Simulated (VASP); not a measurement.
# Sb (Fm-3m) in VASP: further runs, part 2 of 2

VASP 6.6.1. Earlier steps stand in the parts before.

## Step 4: Single point, PBE

This run uses another cell than the first one, of 26.67 Å³/atom, 1.337 times its volume.

Contents of INCAR:

```
SYSTEM = Sb
  PREC = Accurate
  ENCUT = 520
  EDIFF = 1E-6
  ISMEAR = 0
  SIGMA = 0.025
  LREAL = .FALSE.
  LASPH = .TRUE.
  NELM = 100
  ALGO = Normal
  ISIF = 2
  LWAVE = .FALSE.
  LCHARG = .FALSE.
  GGA = PE
  NBANDS = 8
```

Contents of KPOINTS:

```
Automatic mesh
0
G
  10 10 10
  0 0 0
```

Contents of POSCAR:

```
Sb
1.0
    0.0000000000      2.3712425216      2.3712425216
    2.3712425216      0.0000000000      2.3712425216
    2.3712425216      2.3712425216      0.0000000000
Sb
1
Direct
    0.0000000000      0.0000000000      0.0000000000
```

Potentials or basis: VASP PAW PBE potentials, release 64 (Sb).

Launch:

```console
$ cat potpaw_PBE.64/Sb/POTCAR > POTCAR
$ mpirun -np 1 vasp_std > vasp.out
```

OUTCAR:

```text
SYSTEM = Sb
   PREC = Accurate
   ENCUT = 520
   EDIFF = 1E-6
   ISMEAR = 0
   LREAL = .FALSE.
   LASPH = .TRUE.
   NELM = 100
   ISIF = 2
   GGA = PE

 ion  position               nearest neighbor table
   1  0.000  0.000  0.000-

  LATTYP: Found a face centered cubic cell.
 ALAT       =     4.7424850432

  Lattice vectors:

 A1 = (   0.0000000000,   2.3712425216,   2.3712425216)
 A2 = (   2.3712425216,   0.0000000000,   2.3712425216)
 A3 = (   2.3712425216,   2.3712425216,   0.0000000000)

Analysis of symmetry for initial positions (statically):
=====================================================================
 Subroutine PRICEL returns:
 Original cell was already a primitive cell.

 Routine SETGRP: Setting up the symmetry group for a
 face centered cubic supercell.

 Subroutine GETGRP returns: Found 48 space group operations
[... 9 lines left out ...]

 Routine SETGRP: Setting up the symmetry group for a
 face centered cubic supercell.

 Subroutine GETGRP returns: Found 48 space group operations
[... 11 lines left out ...]
                                     Primitive cell

  volume of cell :      26.6660

  direct lattice vectors                    reciprocal lattice vectors
     0.000000000  2.371242522  2.371242522    -0.210859916  0.210859916  0.210859916
     2.371242522  0.000000000  2.371242522     0.210859916 -0.210859916  0.210859916
     2.371242522  2.371242522  0.000000000     0.210859916  0.210859916 -0.210859916

  length of vectors
     3.353443334  3.353443334  3.353443334     0.365220089  0.365220089  0.365220089

  position of ions in fractional coordinates (direct lattice)
     0.000000000  0.000000000  0.000000000

  ion indices of the primitive-cell ions
   primitive index   ion index
                 1           1

----------------------------------------------------------------------------------------

 KPOINTS: Automatic mesh

Automatic generation of k-mesh.
 Grid dimensions read from file:
 generate k-points for:   10   10   10

 Generating k-lattice:

  Cartesian coordinates                     Fractional coordinates (reciprocal lattice)
    -0.021085992  0.021085992  0.021085992     0.100000000  0.000000000  0.000000000
     0.021085992 -0.021085992  0.021085992     0.000000000  0.100000000  0.000000000
     0.021085992  0.021085992 -0.021085992     0.000000000  0.000000000  0.100000000

  Length of vectors
     0.036522009  0.036522009  0.036522009

  Shift w.r.t. Gamma in fractional coordinates (k-lattice)
     0.000000000  0.000000000  0.000000000

 Subroutine IBZKPT returns following result:
 ===========================================

 Found     47 irreducible k-points:

 Following reciprocal coordinates:
            Coordinates               Weight
  0.000000  0.000000  0.000000      1.000000
  0.100000  0.000000  0.000000      8.000000
  0.200000  0.000000  0.000000      8.000000
  0.300000  0.000000  0.000000      8.000000
  0.400000  0.000000  0.000000      8.000000
  0.500000  0.000000  0.000000      4.000000
[... 16 lines left out ...]
  0.300000  0.300000  0.000000      6.000000
  0.400000  0.300000  0.000000     24.000000
 [... further k-points ...]
   k-points           NKPTS =     47   k-points in BZ     NKDIM =     47   number of bands    NBANDS=      8
   number of dos      NEDOS =    301   number of ions     NIONS =      1
   total plane-waves  NPLWV =  21952
   dimension x,y,z NGX =    28 NGY =   28 NGZ =   28
   dimension x,y,z NGXF=    56 NGYF=   56 NGZF=   56
   ions per type =               1
   NGX,Y,Z   is equivalent  to a cutoff of  13.88, 13.88, 13.88 a.u.
   NGXF,Y,Z  is equivalent  to a cutoff of  27.76, 27.76, 27.76 a.u.
 SYSTEM =  Sb
   PREC   = accura    normal or accurate (medium, high low for compatibility)
   ISTART =      0    job   : 0-new  1-cont  2-samecut
   ICHARG =      2    charge: 1-file 2-atom 10-const
   ISPIN  =      1    spin polarized calculation?
   LNONCOLLINEAR =      F non collinear calculations
   LSORBIT =      F    spin-orbit coupling
   LASPH  =      T    aspherical Exc in radial PAW
   ENCUT  =  520.0 eV  38.22 Ry    6.18 a.u.   6.24  6.24  6.24*2*pi/ulx,y,z
   NELM   =    100;   NELMIN=  2; NELMDL= -5     # of ELM steps
   EDIFF  = 0.1E-05   stopping-criterion for ELM
   LREAL  =      F    real-space projection
   EDIFFG = 0.1E-04   stopping-criterion for IOM
   NSW    =      0    number of steps for IOM
   IBRION =     -1    ionic relax: 0-MD 1-quasi-New 2-CG
   NFREE  =      0    steps in history (QN), initial steepest desc. (CG)
   ISIF   =      2    stress and relaxation
   ISYM   =      2    0-nonsym 1-usesym 2-fastsym
   POTIM  = 0.5000    time-step for ionic-motion
   TEBEG  =    0.0;   TEEND  =   0.0 temperature during run
   PSTRESS=    0.0 pullay stress
   NELECT =       5.0000    total number of electrons
   NUPDOWN=      -1.0000    fix difference up-down
   EMIN   =  10.00;   EMAX   =-10.00  energy-range for DOS
   EFERMI =   0.00;   METHOD = LEGACY
   ISMEAR =     0;   SIGMA  =   0.03  broadening in eV -4-tet -1-fermi 0-gaus
   EFERMI_NEDOS =   21; number of points for ismear=-14 and -15
   IALGO  =     38    algorithm
   IMIX   =      4    mixing-type and parameters
     AMIX     =   0.40;   BMIX     =  1.00
     AMIX_MAG =   1.60;   BMIX_MAG =  1.00
  volume/ion in A,a.u.               =      26.67       179.95
  Fermi-wavevector in a.u.,A,eV,Ry     =   0.937013  1.770697 11.945820  0.877993
  Thomas-Fermi vector in A             =   2.064081
   LORBIT       =      0    0 simple, 1 ext, 2 COOP (PROOUT), +10 PAW based schemes
   GGA     = PE    functional components
   LHFCALC =     F    Hartree Fock is set to
   AEXX    =    0.0000 exact exchange contribution
   IVDW    =     0    specifies the selected vdW correction
   LEPSILON=     F    determine dielectric tensor
   LRPA    =     F    only Hartree local field effects (RPA)
 non-spin polarized calculation
 Gauss-broadening in eV      SIGMA  =   0.03
  energy-cutoff  :      520.00
  volume of cell :       26.67
 maximum number of plane-waves:       728
 NGX is ok and might be reduce to    28
   NGX = 13   NGY = 13   NGZ = 13

 number of electron       5.0000000 magnetization

 Free energy of the ion-electron system (eV)
  ---------------------------------------------------
  ext. energy  EPLUGINS =         0.00000000
  ---------------------------------------------------
  free energy    TOTEN  =        -3.81582677 eV

  energy without entropy =       -3.81522815  energy(sigma->0) =       -3.81552746

 E-fermi :   8.5926     XC(G=0): -10.2768

 val. band max:        8.5755518027   @ k =  -0.4000   0.4000   0.1000
 cond. band min:       8.6650512113   @ k =  -0.2000   0.2000   0.0000
 fundamental gap:      0.0894994086
 Fermi energy:         8.5926302275

 k-point     1 :       0.0000    0.0000    0.0000
  band No.  band energies     occupation
      1      -4.3497      2.00000
      2      14.0446      0.00000
      3      14.0446      0.00000
      4      14.0446      0.00000
      5      18.6377      0.00000
      6      18.6377      0.00000
      7      18.6377      0.00000
      8      18.8943      0.00000

 k-point     2 :       0.1000    0.0000    0.0000
  band No.  band energies     occupation
      1      -4.1500      2.00000
      2      12.3241      0.00000
      3      13.7897      0.00000
      4      13.7897      0.00000
      5      17.5894      0.00000
      6      19.0494      0.00000
      7      19.0494      0.00000
      8      20.8773      0.00000

 k-point     3 :       0.2000    0.0000    0.0000
  band No.  band energies     occupation
      1      -3.5557      2.00000
      2       9.3361      0.00000
      3      13.2647      0.00000
      4      13.2647      0.00000
      5      17.0677      0.00000
      6      19.3978      0.00000
      7      19.3978      0.00000
      8      20.9879      0.00000
[... 210 lines left out ...]
 k-point    23 :       0.3000    0.3000    0.0000
  band No.  band energies     occupation
      1      -1.9852      2.00000
      2       8.1811      2.00000
      3      10.1670      0.00000
      4      10.1670      0.00000
      5      14.1254      0.00000
      6      14.3775      0.00000
      7      24.1677      0.00000
      8      24.1679      0.00000

 k-point    24 :       0.4000    0.3000    0.0000
  band No.  band energies     occupation
      1      -1.0504      2.00000
      2       6.5688      2.00000
      3       8.8952      0.00000
      4       9.8055      0.00000
      5      13.8071      0.00000
      6      15.0455      0.00000
      7      23.5107      0.00000
      8      24.2218      0.00000

 [... further k-points ...]
[... 5 lines left out ...]
  --------------------------------------------------------------------------------------
  -------------------------------------------------------------------------------------
  Total        0.3046418      0.3046418      0.3046418     -0.0000000      0.0000000     -0.0000000
  in kB       18.3038405     18.3038405     18.3038405     -0.0000000      0.0000000     -0.0000000
  external PRESSURE =      18.3038405 kB  Pullay stress =       0.0000000 kB

 VOLUME and BASIS-vectors are now :
 -----------------------------------------------------------------------------
  energy-cutoff  :      520.00
  volume of cell :       26.67
      direct lattice vectors                 reciprocal lattice vectors
     0.000000000  2.371242522  2.371242522    -0.210859916  0.210859916  0.210859916
     2.371242522  0.000000000  2.371242522     0.210859916 -0.210859916  0.210859916
     2.371242522  2.371242522  0.000000000     0.210859916  0.210859916 -0.210859916

 POSITION                                       TOTAL-FORCE (eV/Angst)
 -----------------------------------------------------------------------------------
      0.00000      0.00000      0.00000        -0.000000      0.000000     -0.000000
 -----------------------------------------------------------------------------------
    total drift:                                0.000000      0.000000     -0.000000

  FREE ENERGIE OF THE ION-ELECTRON SYSTEM (eV)
  ---------------------------------------------------
  free  energy   TOTEN  =        -3.8158267741 eV

  energy  without entropy=       -3.8152281455  energy(sigma->0) =       -3.81552746
```

OSZICAR:

```text
N       E                     dE             d eps       ncg     rms          rms(c)
DAV:   1     0.451452528054E+01    0.45145E+01   -0.16702E+03   768   0.410E+02
DAV:   2    -0.371829066062E+01   -0.82328E+01   -0.78932E+01  1048   0.499E+01
DAV:   3    -0.382044988619E+01   -0.10216E+00   -0.10200E+00   888   0.600E+00
DAV:   4    -0.382074429257E+01   -0.29441E-03   -0.29441E-03  1104   0.412E-01
DAV:   5    -0.382074468512E+01   -0.39254E-06   -0.39182E-06   952   0.102E-02    0.172E+00
DAV:   6    -0.381750793694E+01    0.32367E-02   -0.18617E-03   936   0.227E-01    0.980E-01
DAV:   7    -0.381581555215E+01    0.16924E-02   -0.38214E-03   840   0.327E-01    0.485E-02
DAV:   8    -0.381582654511E+01   -0.10993E-04   -0.48687E-05  1088   0.546E-02    0.685E-03
DAV:   9    -0.381582677410E+01   -0.22899E-06   -0.66444E-07  1016   0.666E-03
   1 F= -.38158268E+01 E0= -.38155275E+01  d E =-.598629E-03
```

Run time: 7.7 s. Hardware: 1 thread of AMD EPYC 7R43 (Zen 3), shared host; peak memory 0.12 GiB.

What came out:

```yaml
Free_energy: -3.8158 eV
Pressure: 1.8 GPa
```

Caveat: spin-orbit coupling is left out, which moves the levels of the heavy elements.

## Step 5: Single point, PBE

This run uses another cell than the first one, of 26.67 Å³/atom, 1.337 times its volume.

Contents of INCAR:

```
SYSTEM = Sb
PREC = Accurate ; ENCUT = 520
EDIFF = 1E-7 ; ISMEAR = 0
SIGMA = 0.026000000000000002 ; LREAL = .False.
LASPH = .True. ; NELM = 100
ALGO = Normal ; ISIF = 2
LWAVE = .False. ; LCHARG = .False.
GGA = PE ; NBANDS = 8
```

Contents of KPOINTS:

```
regular mesh
0
Gamma
  10 10 10
  0 0 0
```

POSCAR is that of step 4.

Potentials or basis: VASP PAW PBE potentials, release 64 (Sb).

Launch:

```console
$ cat potpaw_PBE.64/Sb/POTCAR > POTCAR
$ mpirun -np 1 vasp_std > vasp.out
```

OUTCAR:

```text
SYSTEM = Sb
   PREC = Accurate
   ENCUT = 520
   EDIFF = 1E-7
   ISMEAR = 0
   LREAL = .False.
   LASPH = .True.
   NELM = 100
   ISIF = 2
   GGA = PE

 ion  position               nearest neighbor table
   1  0.000  0.000  0.000-

  LATTYP: Found a face centered cubic cell.
 ALAT       =     4.7424850432

  Lattice vectors:

 A1 = (   0.0000000000,   2.3712425216,   2.3712425216)
 A2 = (   2.3712425216,   0.0000000000,   2.3712425216)
 A3 = (   2.3712425216,   2.3712425216,   0.0000000000)

Analysis of symmetry for initial positions (statically):
[... 435 lines left out ...]
      2       6.5686      2.00000
      3       8.8950      0.00000
      4       9.8053      0.00000
      5      13.8069      0.00000
      6      15.0454      0.00000
      7      23.5101      0.00000
      8      24.2213      0.00000

 [... further k-points ...]
[... 5 lines left out ...]
  --------------------------------------------------------------------------------------
  -------------------------------------------------------------------------------------
  Total        0.3051540      0.3051540      0.3051540     -0.0000000      0.0000000      0.0000000
  in kB       18.3346149     18.3346149     18.3346149     -0.0000000      0.0000000      0.0000000
  external PRESSURE =      18.3346149 kB  Pullay stress =       0.0000000 kB

 VOLUME and BASIS-vectors are now :
 -----------------------------------------------------------------------------
  energy-cutoff  :      520.00
  volume of cell :       26.67
      direct lattice vectors                 reciprocal lattice vectors
     0.000000000  2.371242522  2.371242522    -0.210859916  0.210859916  0.210859916
     2.371242522  0.000000000  2.371242522     0.210859916 -0.210859916  0.210859916
     2.371242522  2.371242522  0.000000000     0.210859916  0.210859916 -0.210859916

 POSITION                                       TOTAL-FORCE (eV/Angst)
 -----------------------------------------------------------------------------------
      0.00000      0.00000      0.00000         0.000000      0.000000      0.000000
 -----------------------------------------------------------------------------------
    total drift:                                0.000000      0.000000     -0.000000

  FREE ENERGIE OF THE ION-ELECTRON SYSTEM (eV)
  ---------------------------------------------------
  free  energy   TOTEN  =        -3.8158499994 eV

  energy  without entropy=       -3.8152272422  energy(sigma->0) =       -3.81553862
```

OSZICAR:

```text
N       E                     dE             d eps       ncg     rms          rms(c)
DAV:   1     0.451452007731E+01    0.45145E+01   -0.16702E+03   768   0.410E+02
DAV:   2    -0.371831359448E+01   -0.82328E+01   -0.78932E+01  1048   0.499E+01
DAV:   3    -0.382047165699E+01   -0.10216E+00   -0.10200E+00   888   0.600E+00
DAV:   4    -0.382076603772E+01   -0.29438E-03   -0.29438E-03  1104   0.412E-01
DAV:   5    -0.382076642961E+01   -0.39189E-06   -0.39182E-06   952   0.102E-02    0.172E+00
DAV:   6    -0.381753267693E+01    0.32338E-02   -0.18599E-03   936   0.227E-01    0.980E-01
DAV:   7    -0.381583952876E+01    0.16931E-02   -0.38221E-03   840   0.327E-01    0.486E-02
DAV:   8    -0.381585049577E+01   -0.10967E-04   -0.48646E-05  1088   0.546E-02    0.687E-03
DAV:   9    -0.381585071700E+01   -0.22123E-06   -0.66290E-07  1048   0.665E-03    0.110E-03
DAV:  10    -0.381585014916E+01    0.56784E-06   -0.81982E-08  1016   0.158E-03    0.123E-03
DAV:  11    -0.381584995075E+01    0.19841E-06   -0.17988E-09   592   0.361E-04    0.169E-04
DAV:  12    -0.381584999943E+01   -0.48685E-07   -0.25397E-10   488   0.978E-05
   1 F= -.38158500E+01 E0= -.38155386E+01  d E =-.622757E-03
```

stdout:

```text
POSCAR found type information on POSCAR Sb
 POSCAR found :  1 types and       1 ions
 scaLAPACK will be used
 LDA part: xc-table for (Slater+PW92), standard interpolation
 POSCAR, INCAR and KPOINTS ok, starting setup
 FFT: planning ... GRIDC
 FFT: planning ... GRID_SOFT
 FFT: planning ... GRID
 WAVECAR not read
 entering main loop
```

It took 10 s on 1 thread of AMD EPYC 7R43 (Zen 3), shared host; peak memory 0.12 GiB.

Results:

* Free energy: -3.8158 eV
* Pressure: 1.8 GPa

Caveat: spin-orbit coupling is left out, which moves the levels of the heavy elements.

## Step 6: Overview

| level | cell | smearing | gap on the mesh (eV) | pressure (GPa) |
| --- | --- | --- | --- | --- |
| RPBE+D3(BJ) | a = 3.044 Å, angles 60.0°, 1 atom | fermi-dirac 0.05 eV | none | -0.1 |
| PBEsol+D3(BJ) | a = 3.274 Å, angles 60.0°, 1 atom | fermi-dirac 0.05 eV | none | 0.0 |
| PBE | a = 3.353 Å, angles 60.0°, 1 atom | gaussian 0.025 eV | none | 1.8 |
| PBE | a = 3.353 Å, angles 60.0°, 1 atom | gaussian 0.026 eV | none | 1.8 |

Alike in all rows: task single point; potentials or basis VASP PAW PBE potentials, release 64 (Sb); no spin polarisation; k mesh 10 × 10 × 10; cutoff (eV) 520.

Caveats: spin-orbit coupling is left out, which moves the levels of the heavy elements; the PAW data sets were made with another functional, which shifts forces and pressure a little (some runs); pairwise dispersion overbinds metals, which lowers pressure and volume (some runs).

Absolute energies hang on the potentials; compare differences alone.
